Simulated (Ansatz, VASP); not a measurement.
## Te in VASP and in Ansatz

INCAR

```
SYSTEM = Te
ALGO = Normal
EDIFF = 1E-8
ENCUT = 520
GGA = PE
ISIF = 2
ISMEAR = -1
LASPH = .True.
LCHARG = .False.
LEFG = .True.
LREAL = .False.
LWAVE = .False.
NBANDS = 16
NELM = 80
PREC = Accurate
SIGMA = 0.05
```

File KPOINTS:

```
k-points
0
Gamma
  10 10 6
  0 0 0
```

The input POSCAR:

```
Te
1.0
    4.4469268669      0.0000000000      0.0000000000
   -2.2234634334      3.8511516355      0.0000000000
    0.0000000000      0.0000000000      5.9149200000
Te
3
Direct
    0.2690000000      0.0000000000      0.1666666667
    0.0000000000      0.2690000000      0.8333333333
    0.7310000000      0.7310000000      0.5000000000
```

Input for Ansatz:

```yaml
crystal:
  lattice:
    - [4.4469268669, 0.0, 0.0]
    - [-2.2234634334, 3.8511516355, 0.0]
    - [0.0, 0.0, 5.91492]
  atoms:
    - { symbol: Te, position: [0.269, 0.0, 0.1666666667] }
    - { symbol: Te, position: [0.0, 0.269, 0.8333333333] }
    - { symbol: Te, position: [0.731, 0.731, 0.5] }
kpoints:
  mp_grid: { grid: [10, 10, 6] }
  band_path:
    path:
      - [0.0, 0.0, 0.0]
      - [0.5, 0.0, 0.0]
      - [0.3333333333, 0.3333333333, 0.0]
      - [0.0, 0.0, 0.0]
      - [0.0, 0.0, 0.5]
      - [0.5, 0.0, 0.5]
      - [0.3333333333, 0.3333333333, 0.5]
      - [0.0, 0.0, 0.5]
      - [0.5, 0.0, 0.5]
    npoints: 8
scf:
  occupations: { method: fermi_dirac, width: 0.05 }
hamiltonian:
  xc: pbe
  pseudopotentials: { kind: paw }
output:
  forces: true
  stress: true
  eigenvalues: true
  efg: { contact_densities: true }
  populations: true
  bader: true
  dos: { projected: true, de: 0.2, e_range: [-14, 8] }
```

Alike in both runs: task electric field gradients; functional PBE; k mesh 10 × 10 × 6; occupations fermi-dirac, width 0.05 eV; no spin polarisation.

```csv
,VASP,Ansatz
version,VASP 6.6.1,Ansatz 0.2.0
potentials or method,"VASP PAW PBE potentials, release 64 (Te)","PAW with Ansatz's default frozen-core files, scalar-relativistic"
plane-wave cutoff (eV),520,420
valence electrons in the cell,18,48
```

```csv
,VASP,Ansatz,Ansatz less VASP
pressure (GPa),1.7,1.7,-0.01
"traceless stress, the component that is largest in VASP (GPa)",0.37,0.36,-0.018
rms of the force components (eV/Å),0.108,0.101,-0.0071
size of Vzz on the site where it differs most (V/Å²),526.0,551.2,+25.15
```

Atom by atom the forces differ by 0.007 eV/Å (rms over components). With one functional, cell and mesh, what is left measures potentials, basis and numerics. VASP's potentials hold 18 valence electrons a cell and Ansatz's 48, so a difference there can come from the potentials and not from the codes.

Neither program's run includes spin-orbit coupling.
